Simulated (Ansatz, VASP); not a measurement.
**One calculation of Cs, two programs**

```
Cs
1.0
     0.00000    3.17649    3.17649
     3.17649    0.00000    3.17649
     3.17649    3.17649    0.00000
Cs
1
Direct
  0.00000 0.00000 0.00000
```

Change from the starting cell: volume scaled by 0.55, PAW files.

Alike in both runs: task single point; functional PBE; k mesh 10 × 10 × 10; occupations fermi-dirac, width 0.05 eV; no spin polarisation.

|  | VASP | Ansatz |
| --- | --- | --- |
| version | VASP 6.6.1 | Ansatz 0.2.0 |
| potentials or method | VASP PAW PBE potentials, release 64 (Cs_sv) | PAW with Ansatz's default frozen-core files, scalar-relativistic |
| plane-wave cutoff (eV) | 520 | 420 |
| valence electrons in the cell | 9 | 9 |

```csv
,VASP,Ansatz,Ansatz less VASP
pressure (GPa),2.7,2.7,0.00
```

The functional is the same, so the differences come from potentials, cutoffs and numerics.

Neither program's run includes spin-orbit coupling.
